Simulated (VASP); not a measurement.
Wanted: the native input for a VASP 6.6.1 run.

* Task: single point
* Functional: PBE
* Potentials or basis: VASP PAW PBE potentials, release 64 (Na_pv, Ru_pv)
* Cutoff: 520 eV
* k mesh: 6 × 6 × 6
* Occupations: gaussian, width 0.1 eV
* Spin: no spin polarisation
* Dipole correction: no
* Further INCAR settings: ALGO = Normal; EDIFF = 1e-06; NBANDS = 21

The structure of Na2Ru lies in POSCAR:

```
Na2Ru
1.0
    1.5587225550      0.8999288867      6.0351377991
   -1.5587225550      0.8999288867      6.0351377991
    0.0000000000     -1.7998577734      6.0351377991
Na Ru
2 1
Direct
    0.7484000000      0.7484000000      0.7484000000
    0.5849000000      0.5849000000      0.5849000000
    0.0000000000      0.0000000000      0.0000000000
```

One way to write it, as run:

INCAR

```
PREC = Accurate
ENCUT = 520
EDIFF = 1E-6
ISMEAR = 0
SIGMA = 0.1
LREAL = F
LASPH = T
NELM = 60
ALGO = Normal
ISIF = 2
LWAVE = F
LCHARG = T
GGA = PE
LELF = T
LVHAR = T
NBANDS = 21
```

KPOINTS

```
regular mesh
0
Gamma
  6 6 6
```

Potentials or basis: VASP PAW PBE potentials, release 64 (Na_pv, Ru_pv).

Command:

```sh
$ cat potpaw_PBE.64/Na_pv/POTCAR potpaw_PBE.64/Ru_pv/POTCAR > POTCAR
$ mpirun -np 1 vasp_std > vasp.out
```

Results of the run:

The pressure is 33.2 GPa. The largest force is 5.064 eV/Å and the band gap on the k mesh is zero (band 14 reaches 5.77 eV, above the bottom of band 15 at 4.61 eV).

Caveat: the k points lie up to 0.39 Å⁻¹ apart; forces of over 1 eV/Å act on the atoms, so gaps and moduli don't describe the material at rest.

Run time: 70 s on 1 thread of Intel(R) Xeon(R) Platinum 8488C (Sapphire Rapids), on a shared host, peak memory 0.3 GiB.
